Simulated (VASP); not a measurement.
**Au: relaxation of cell and atoms with PBE**

Au:

```xyz
1
Lattice="0.0000 2.0802 2.0802 2.0802 0.0000 2.0802 2.0802 2.0802 0.0000" Properties=species:S:1:pos:R:3 pbc="T T T"
Au    0.0000    0.0000    0.0000
```

```yaml
Program: VASP 6.6.1
Task: relaxation of cell and atoms
Functional: PBE
Potentials_or_basis: VASP PAW PBE potentials, release 64 (Au)
Cutoff: 600 eV
k_mesh: 18 × 18 × 18
Occupations: gaussian, width 0.1 eV
Spin: no spin polarisation
Dipole_correction: no
Further_INCAR_settings: ALGO = Fast; EDIFF = 1e-06; IBRION = 2; EDIFFG = -0.01; NSW = 80; ISIF = 3
```

The relaxed volume is 17.95 Å³/atom. The relaxed cell is a = 2.939 Å, b = 2.939 Å, c = 2.939 Å, α = 60.00°, β = 60.00°, γ = 60.00°, the space group after relaxing (to 0.05 Å) is Fm-3m (No. 225) and the energy gained by relaxing is 0.1 meV/atom. The ionic steps are 3. The pressure after relaxing is 0.0 GPa.

Final structure:
```
Au
1.0
     0.00000    2.07800    2.07800
     2.07800    0.00000    2.07800
     2.07800    2.07800    0.00000
Au
1
Direct
  0.00000 0.00000 0.00000
```

Levels at points of the mesh, in eV from the Fermi level:
| k point | band 3 | band 4 | band 5 | band 6 | band 7 | band 8 | band 9 |
| --- | --- | --- | --- | --- | --- | --- | --- |
| (0.00, 0.00, 0.00) | -4.38 | -4.38 | -2.99 | -2.99 | 14.63 | 18.33 | 18.33 |
| (0.50, 0.00, 0.00) | -4.41 | -1.90 | -1.90 | -0.67 | 2.85 | 14.07 | 16.79 |
| (0.50, 0.50, 0.00) | -1.94 | -1.61 | -1.61 | 1.21 | 5.41 | 9.91 | 9.91 |

Run time: 39 s on 1 thread of AMD EPYC 9R45 96-Core Processor (Zen 5) (shared host), peak memory 0.14 GiB.

Caveat: spin-orbit coupling is left out, which moves the levels of the heavy elements.
